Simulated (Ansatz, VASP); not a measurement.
# Two plane-wave programs on MgO

File INCAR:

```
SYSTEM = MgO
PREC     = Accurate       ! precision mode
ENCUT    = 600            ! plane-wave cutoff, eV
EDIFF    = 1E-6           ! SCF threshold, eV
ISMEAR   = 0              ! smearing method
SIGMA    = 0.01           ! smearing width, eV
LREAL    = .FALSE.        ! projectors in reciprocal space
LASPH    = .TRUE.         ! aspherical terms in the spheres
NELM     = 120            ! most SCF steps
ALGO     = Normal         ! electronic algorithm
ISIF     = 2              ! what is computed and relaxed
LWAVE    = .FALSE.        ! write WAVECAR
LCHARG   = .FALSE.        ! write CHGCAR
GGA      = PE             ! functional
NBANDS   = 11             ! bands
GGA_COMPAT= .FALSE.
```

Contents of KPOINTS:

```
regular mesh
0
G
  10 10 10
  0 0 0
```

Contents of POSCAR:

```
MgO
1.0
    0.0000000000      1.7350611112      1.7350611112
    1.7350611112      0.0000000000      1.7350611112
    1.7350611112      1.7350611112      0.0000000000
Mg O
1 1
Direct
    0.0000000000      0.0000000000      0.0000000000
    0.5000000000      0.5000000000      0.5000000000
```

Input for Ansatz:

```yaml
crystal:
  lattice:
    - [0.0, 1.7350611112, 1.7350611112]
    - [1.7350611112, 0.0, 1.7350611112]
    - [1.7350611112, 1.7350611112, 0.0]
  atoms:
    - { symbol: Mg, position: [0.0, 0.0, 0.0] }
    - { symbol: O, position: [0.5, 0.5, 0.5] }
scf:
  occupations: { method: fixed }
output:
  forces: true
  stress: true
  eigenvalues: true
hamiltonian:
  xc: pbe
basis:
  ecutwfc: 700
kpoints:
  mp_grid: { grid: [10, 10, 10] }
```

Alike in both runs: task single point; functional PBE; k mesh 10 × 10 × 10; no spin polarisation.

```csv
,VASP,Ansatz
version,VASP 6.6.1,Ansatz 0.2.0
potentials or method,"VASP PAW PBE potentials, release 64 (Mg, O), cutoff 600 eV","scalar-relativistic, plane waves, PAW"
occupations,"gaussian, width 0.01 eV",fixed
valence electrons in the cell,8,16
```

```tsv
	VASP	Ansatz	Ansatz less VASP
gap on the k mesh at the Fermi level (eV)	8.94	9.01	+0.069
least direct gap on the mesh (eV)	11.24	11.28	+0.039
```

VASP's potentials hold 8 valence electrons a cell and Ansatz's 16, so a difference there can come from the potentials and not from the codes.
